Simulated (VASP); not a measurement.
# CuH4 (Cmmm) in VASP: further runs, part 3 of 3

VASP 6.6.1. Earlier steps stand in the parts before.

### 7 Single point, PBE

This run uses another cell than the first one, of 12.71 Å³/atom, 1.395 times its volume.

Contents of INCAR:

```
  PREC = Accurate
  ENCUT = 520
  EDIFF = 1E-6
  ISMEAR = 0
  SIGMA = 0.1
  LREAL = False
  LASPH = True
  NELM = 100
  ALGO = Normal
  ISIF = 2
  LWAVE = False
  LCHARG = False
  GGA = PE
  NBANDS = 16
```

Contents of KPOINTS:

```
regular mesh
0
Gamma
  8 8 16
```

Contents of POSCAR:

```
CuH4
1.0
    2.9768825237     -4.4388911903      0.0000000000
    2.9768825237      4.4388911903      0.0000000000
    0.0000000000      0.0000000000      2.4041448011
Cu H
1 4
Direct
    0.0000000000      0.0000000000      0.0000000000
    0.5630734617      0.5630734617      0.0000000000
    0.4369265383      0.4369265383      0.0000000000
    0.1236435142      0.8763564858      0.5000000000
    0.8763564858      0.1236435142      0.5000000000
```

Potentials or basis: VASP PAW PBE potentials, release 64 (Cu, H).

Started as:

```sh
$ cat potpaw_PBE.64/Cu/POTCAR potpaw_PBE.64/H/POTCAR > POTCAR
$ mpirun -np 1 vasp_std > vasp.out
```

OUTCAR:

```text
PREC = Accurate
   ENCUT = 520
   EDIFF = 1E-6
   ISMEAR = 0
   LREAL = False
   LASPH = True
   NELM = 100
   ISIF = 2
   GGA = PE

 ion  position               nearest neighbor table
   1  0.000  0.000  0.000-   4 1.63   5 1.63   4 1.63   5 1.63
   2  0.563  0.563  0.000-   3 0.75
   3  0.437  0.437  0.000-   2 0.75
   4  0.124  0.876  0.500-   1 1.63   1 1.63
   5  0.876  0.124  0.500-   1 1.63   1 1.63

  LATTYP: Found a base centered orthorhombic cell.
 ALAT       =     5.9537650474
 B/A-ratio  =     1.4911207127
 C/A-ratio  =     0.4038024312

  Lattice vectors:

 A1 = (   2.9768825237,  -4.4388911903,   0.0000000000)
 A2 = (   2.9768825237,   4.4388911903,   0.0000000000)
 A3 = (   0.0000000000,   0.0000000000,   2.4041448011)

Analysis of symmetry for initial positions (statically):
=====================================================================
 Subroutine PRICEL returns:
 Original cell was already a primitive cell.

 Routine SETGRP: Setting up the symmetry group for a
 base centered orthorhombic supercell.

 Subroutine GETGRP returns: Found  8 space group operations
 (whereof  8 operations were pure point group operations)
 out of a pool of  8 trial point group operations.

The static configuration has the point symmetry D_2h.

Analysis of symmetry for dynamics (positions and initial velocities):
=====================================================================
 Subroutine PRICEL returns:
 Original cell was already a primitive cell.

 Routine SETGRP: Setting up the symmetry group for a
 base centered orthorhombic supercell.

 Subroutine GETGRP returns: Found  8 space group operations
 (whereof  8 operations were pure point group operations)
 out of a pool of  8 trial point group operations.

The dynamic configuration has the point symmetry D_2h.

 Subroutine INISYM returns: Found  8 space group operations
 (whereof  8 operations are pure point group operations),
 and found     1 'primitive' translations

----------------------------------------------------------------------------------------

                                     Primitive cell

  volume of cell :      63.5370

  direct lattice vectors                    reciprocal lattice vectors
     2.976882524 -4.438891190  0.000000000     0.167960944 -0.112640743  0.000000000
     2.976882524  4.438891190  0.000000000     0.167960944  0.112640743  0.000000000
     0.000000000  0.000000000  2.404144801     0.000000000  0.000000000  0.415948324

  length of vectors
     5.344678153  5.344678153  2.404144801     0.202234556  0.202234556  0.415948324

  position of ions in fractional coordinates (direct lattice)
     0.000000000  0.000000000  0.000000000
     0.563073462  0.563073462  0.000000000
     0.436926538  0.436926538  0.000000000
     0.123643514  0.876356486  0.500000000
     0.876356486  0.123643514  0.500000000

  ion indices of the primitive-cell ions
   primitive index   ion index
                 1           1
                 2           2
                 3           3
                 4           4
                 5           5

----------------------------------------------------------------------------------------

[... 28 lines left out ...]
  0.250000 -0.000000  0.000000      4.000000
  0.375000 -0.000000  0.000000      4.000000
  0.500000 -0.000000  0.000000      2.000000
  0.125000  0.125000  0.000000      2.000000
[... 16 lines left out ...]
  0.125000 -0.000000  0.062500      8.000000
  0.250000 -0.000000  0.062500      8.000000
 [... further k-points ...]
   k-points           NKPTS =    189   k-points in BZ     NKDIM =    189   number of bands    NBANDS=     16
   number of dos      NEDOS =    301   number of ions     NIONS =      5
   total plane-waves  NPLWV =  28800
   dimension x,y,z NGX =    40 NGY =   40 NGZ =   18
   dimension x,y,z NGXF=    80 NGYF=   80 NGZF=   36
   ions per type =               1   4
   NGX,Y,Z   is equivalent  to a cutoff of  12.44, 12.44, 12.45 a.u.
   NGXF,Y,Z  is equivalent  to a cutoff of  24.88, 24.88, 24.89 a.u.
 SYSTEM =  unknown system
   PREC   = accura    normal or accurate (medium, high low for compatibility)
   ISTART =      0    job   : 0-new  1-cont  2-samecut
   ICHARG =      2    charge: 1-file 2-atom 10-const
   ISPIN  =      1    spin polarized calculation?
   LNONCOLLINEAR =      F non collinear calculations
   LSORBIT =      F    spin-orbit coupling
   LASPH  =      T    aspherical Exc in radial PAW
   ENCUT  =  520.0 eV  38.22 Ry    6.18 a.u.   9.94  9.94  4.47*2*pi/ulx,y,z
   NELM   =    100;   NELMIN=  2; NELMDL= -5     # of ELM steps
   EDIFF  = 0.1E-05   stopping-criterion for ELM
   LREAL  =      F    real-space projection
   EDIFFG = 0.1E-04   stopping-criterion for IOM
   NSW    =      0    number of steps for IOM
   IBRION =     -1    ionic relax: 0-MD 1-quasi-New 2-CG
   NFREE  =      0    steps in history (QN), initial steepest desc. (CG)
   ISIF   =      2    stress and relaxation
   ISYM   =      2    0-nonsym 1-usesym 2-fastsym
   POTIM  = 0.5000    time-step for ionic-motion
   TEBEG  =    0.0;   TEEND  =   0.0 temperature during run
   PSTRESS=    0.0 pullay stress
   NELECT =      15.0000    total number of electrons
   NUPDOWN=      -1.0000    fix difference up-down
   EMIN   =  10.00;   EMAX   =-10.00  energy-range for DOS
   EFERMI =   0.00;   METHOD = LEGACY
   ISMEAR =     0;   SIGMA  =   0.10  broadening in eV -4-tet -1-fermi 0-gaus
   EFERMI_NEDOS =   21; number of points for ismear=-14 and -15
   IALGO  =     38    algorithm
   IMIX   =      4    mixing-type and parameters
     AMIX     =   0.40;   BMIX     =  1.00
     AMIX_MAG =   1.60;   BMIX_MAG =  1.00
  volume/ion in A,a.u.               =      12.71        85.75
  Fermi-wavevector in a.u.,A,eV,Ry     =   1.011804  1.912032 13.928923  1.023747
  Thomas-Fermi vector in A             =   2.144875
   LORBIT       =      0    0 simple, 1 ext, 2 COOP (PROOUT), +10 PAW based schemes
   GGA     = PE    functional components
   LHFCALC =     F    Hartree Fock is set to
   AEXX    =    0.0000 exact exchange contribution
   IVDW    =     0    specifies the selected vdW correction
   LEPSILON=     F    determine dielectric tensor
   LRPA    =     F    only Hartree local field effects (RPA)
 non-spin polarized calculation
 Gauss-broadening in eV      SIGMA  =   0.10
  energy-cutoff  :      520.00
  volume of cell :       63.54
 maximum number of plane-waves:      1739
   NGX = 19   NGY = 19   NGZ =  9

 number of electron      15.0000017 magnetization

 Free energy of the ion-electron system (eV)
  ---------------------------------------------------
  ext. energy  EPLUGINS =         0.00000000
  ---------------------------------------------------
  free energy    TOTEN  =       -16.25403371 eV

  energy without entropy =      -16.25081432  energy(sigma->0) =      -16.25242401

 E-fermi :  -1.3999     XC(G=0):  -6.6471

 val. band max:       -1.4009053123   @ k =   0.3750   0.1250   0.2500
 cond. band min:      -1.3959312445   @ k =  -0.3750   0.1250   0.2500
 fundamental gap:      0.0049740678
 Fermi energy:        -1.3998838335

 k-point     1 :       0.0000    0.0000    0.0000
  band No.  band energies     occupation
      1      -9.5077      2.00000
      2      -7.9446      2.00000
      3      -5.0978      2.00000
      4      -4.6961      2.00000
      5      -4.3022      2.00000
      6      -4.1110      2.00000
[... 433 lines left out ...]
      3      -5.1571      2.00000
      4      -5.0451      2.00000
      5      -4.2847      2.00000
      6      -3.9887      2.00000
[... 8 lines left out ...]
     15      13.2239      0.00000
     16      14.4542      0.00000

 [... further k-points ...]

------------------------ aborting loop because EDIFF is reached ----------------------------------------

  FORCE on cell =-STRESS in cart. coord.  units (eV):
  Direction    XX          YY          ZZ          XY          YZ          ZX
  --------------------------------------------------------------------------------------
  -------------------------------------------------------------------------------------
  Total       -0.0818868     -0.0217205      0.0437473     -0.0000000      0.0000000      0.0000000
  in kB       -2.0648948     -0.5477129      1.1031513     -0.0000000      0.0000000      0.0000000
  external PRESSURE =      -0.5031521 kB  Pullay stress =       0.0000000 kB

 VOLUME and BASIS-vectors are now :
 -----------------------------------------------------------------------------
  energy-cutoff  :      520.00
  volume of cell :       63.54
      direct lattice vectors                 reciprocal lattice vectors
     2.976882524 -4.438891190  0.000000000     0.167960944 -0.112640743  0.000000000
     2.976882524  4.438891190  0.000000000     0.167960944  0.112640743  0.000000000
     0.000000000  0.000000000  2.404144801     0.000000000  0.000000000  0.415948324

 POSITION                                       TOTAL-FORCE (eV/Angst)
 -----------------------------------------------------------------------------------
      0.00000      0.00000      0.00000         0.000000     -0.000000      0.000000
      3.35241      0.00000      0.00000        -0.017271     -0.000000      0.000000
      2.60136      0.00000      0.00000         0.017271     -0.000000      0.000000
      2.97688      3.34121      1.20207         0.000000     -0.018237      0.000000
      2.97688     -3.34121      1.20207         0.000000      0.018237      0.000000
 -----------------------------------------------------------------------------------
    total drift:                               -0.000000      0.000000     -0.000000

  FREE ENERGIE OF THE ION-ELECTRON SYSTEM (eV)
  ---------------------------------------------------
  free  energy   TOTEN  =       -16.2540337078 eV

  energy  without entropy=      -16.2508143209  energy(sigma->0) =      -16.25242401
```

OSZICAR:

```text
N       E                     dE             d eps       ncg     rms          rms(c)
DAV:   1     0.620456221647E+02    0.62046E+02   -0.59579E+03  6048   0.888E+02
DAV:   2    -0.145565156609E+02   -0.76602E+02   -0.66565E+02  6544   0.182E+02
DAV:   3    -0.186271815411E+02   -0.40707E+01   -0.40284E+01  8096   0.494E+01
DAV:   4    -0.186914784642E+02   -0.64297E-01   -0.64289E-01  6600   0.641E+00
DAV:   5    -0.186929026735E+02   -0.14242E-02   -0.14242E-02  8264   0.106E+00    0.120E+01
DAV:   6    -0.178911294604E+02    0.80177E+00   -0.25718E+01  7864   0.990E+01    0.760E+00
DAV:   7    -0.163852346144E+02    0.15059E+01   -0.66044E+00  7728   0.644E+01    0.216E+00
DAV:   8    -0.162848498778E+02    0.10038E+00   -0.57876E-01  8264   0.105E+01    0.145E+00
DAV:   9    -0.162537424609E+02    0.31107E-01   -0.25258E-01  7680   0.107E+01    0.283E-01
DAV:  10    -0.162538663564E+02   -0.12390E-03   -0.14379E-02  7712   0.212E+00    0.353E-02
DAV:  11    -0.162540048895E+02   -0.13853E-03   -0.64810E-04  7080   0.187E-01    0.209E-02
DAV:  12    -0.162540338646E+02   -0.28975E-04   -0.43754E-05  6464   0.101E-01    0.564E-03
DAV:  13    -0.162540337078E+02    0.15672E-06   -0.31678E-06  8240   0.287E-02
   1 F= -.16254034E+02 E0= -.16252424E+02  d E =-.321939E-02
```

stdout:

```text
POSCAR found type information on POSCAR CuH
 POSCAR found :  2 types and       5 ions
 scaLAPACK will be used
 LDA part: xc-table for (Slater+PW92), standard interpolation
 POSCAR, INCAR and KPOINTS ok, starting setup
 FFT: planning ... GRIDC
 FFT: planning ... GRID_SOFT
 FFT: planning ... GRID
 WAVECAR not read
 entering main loop
```

It took 1.8 min on 1 thread of Intel Xeon Platinum 8488C (Sapphire Rapids), shared host; peak memory 0.3 GiB.

Results:

```
Free energy   : -16.2540 eV
Pressure      : -0.1 GPa
Largest force : 0.018 eV/Å
```

Forces on the atoms (eV/Å):
```
Cu   0.000  0.000  0.000
H   -0.017  0.000  0.000
H    0.017  0.000  0.000
H    0.000 -0.018  0.000
H    0.000  0.018  0.000
```

Stress tensor (GPa, compression positive):
```
-0.21  0.00  0.00
 0.00 -0.05  0.00
 0.00  0.00  0.11
```

Levels at points of the mesh, in eV from the Fermi level:
```csv
k point,band 4,band 5,band 6,band 7,band 8,band 9,band 10,band 11,band 12,band 13
"(0.00, 0.00, 0.00)",-3.30,-2.90,-2.71,-2.41,-2.20,1.58,5.59,6.53,6.73,9.87
"(0.50, 0.00, 0.00)",-3.52,-2.89,-2.77,-2.71,-2.20,3.42,4.60,5.37,8.51,10.33
"(0.50, 0.50, 0.00)",-3.64,-2.87,-2.71,-2.39,-2.20,1.05,5.84,7.31,9.95,10.66
"(0.00, 0.00, 0.50)",-3.46,-2.75,-2.59,-2.15,3.75,4.29,6.83,7.67,7.98,10.49
"(0.50, 0.00, 0.50)",-3.39,-2.75,-2.59,-2.28,3.52,3.83,7.17,7.19,9.71,10.15
"(0.50, 0.50, 0.50)",-3.33,-2.73,-2.58,-2.15,3.33,4.65,6.37,6.47,7.45,9.67
```

### 8 Summary

```csv
task,cell,k mesh,cutoff (eV),gap on the mesh (eV),pressure (GPa),relaxed volume (Å³/atom),largest force (eV/Å)
single point,"a = 4.354, b = 4.354, c = 2.409 Å, angles 90.0, 90.0, 85.9°, 5 atoms",4 × 4 × 6,520,none,-0.1,-,0.04
single point,"a = 4.923, b = 4.923, c = 3.200 Å, 5 atoms",4 × 4 × 6,520,none,-13.9,-,1.35
relaxation of cell and atoms,"relaxed from a = 4.923, b = 4.923, c = 3.200 Å, 5 atoms",4 × 4 × 6,600,none,0.2,11.79,0.04
relaxation of cell and atoms,"relaxed from a = 5.345, b = 5.345, c = 2.404 Å, angles 90.0, 90.0, 112.3°, 5 atoms",8 × 8 × 16,600,none,0.0,12.72,0.01
single point,"a = 5.345, b = 5.345, c = 2.404 Å, angles 90.0, 90.0, 112.3°, 5 atoms",10 × 10 × 16,520,none,-0.1,-,0.02
single point,"a = 5.345, b = 5.345, c = 2.404 Å, angles 90.0, 90.0, 112.3°, 5 atoms",8 × 8 × 16,520,none,-0.1,-,0.02
```

Alike in all rows: level PBE; potentials or basis VASP PAW PBE potentials, release 64 (Cu, H); no spin polarisation; smearing gaussian 0.1 eV.

Caveats: some runs use coarse meshes; forces of over 1 eV/Å act on the atoms, so gaps and moduli don't describe the material at rest (some runs); the volume moved by over 15 % at a fixed basis, so the end points are rough (some runs).

Total energies depend on the potentials used, so only differences within one code and one set of settings carry meaning.
